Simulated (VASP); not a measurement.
## PbO: single point with r2SCAN

Crystal: PbO.

```xyz
4
Lattice="3.9804 0.0000 0.0000 0.0000 3.9804 0.0000 0.0000 0.0000 5.0009" Properties=species:S:1:pos:R:3 pbc="T T T"
Pb    0.0000    1.9902    1.1834
Pb    1.9902    0.0000    3.8175
O     0.0000    0.0000    0.0000
O     1.9902    1.9902    0.0000
```

```json
{"Program": "VASP 6.6.1", "Task": "single point", "Functional": "r2SCAN", "Potentials or basis": "VASP PAW PBE potentials, release 64 (Pb_d, O)", "Cutoff": "520 eV", "k mesh": "6 × 6 × 6", "Occupations": "gaussian, width 0.01 eV", "Spin": "no spin polarisation"}
```

```yaml
Pressure: 1.7 GPa
Largest_force: 0.095 eV/Å
Band_gap_on_the_k_mesh: 1.54 eV (least direct gap 2.69 eV)
```

Forces on the atoms (eV/Å):
```
Pb   0.000  0.000  0.095
Pb   0.000  0.000 -0.095
O    0.000  0.000  0.000
O    0.000  0.000  0.000
```

Stress tensor (GPa, compression positive):
```
1.75 0.00 0.00
0.00 1.75 0.00
0.00 0.00 1.61
```

Levels at points of the mesh, in eV from the valence-band top:
```
           k point  band 18  band 19  band 20  band 21  band 22  band 23
(0.00, 0.00, 0.00)    -1.80    -1.80     0.00     2.81     5.88     6.06
(0.50, 0.00, 0.00)    -3.16    -1.72    -1.72     3.78     3.78     7.06
(0.50, 0.50, 0.00)    -1.74    -1.16    -1.16     1.54     1.54     5.71
(0.00, 0.00, 0.50)    -1.82    -1.82    -1.00     2.32     4.38     4.38
(0.50, 0.00, 0.50)    -3.12    -1.07    -1.07     3.42     3.42     6.77
(0.50, 0.50, 0.50)    -2.33    -1.16    -1.16     3.81     3.81     5.23
```

Run time: 9.4 min on 1 thread of Intel Xeon 8259CL (shared host), peak memory 0.24 GiB.

Caveat: the PAW data sets were made with another functional, which shifts forces and pressure a little; spin-orbit coupling is left out, which moves the levels of the heavy elements. r2SCAN opens gaps a little over a GGA but as a rule still falls short of measured ones.
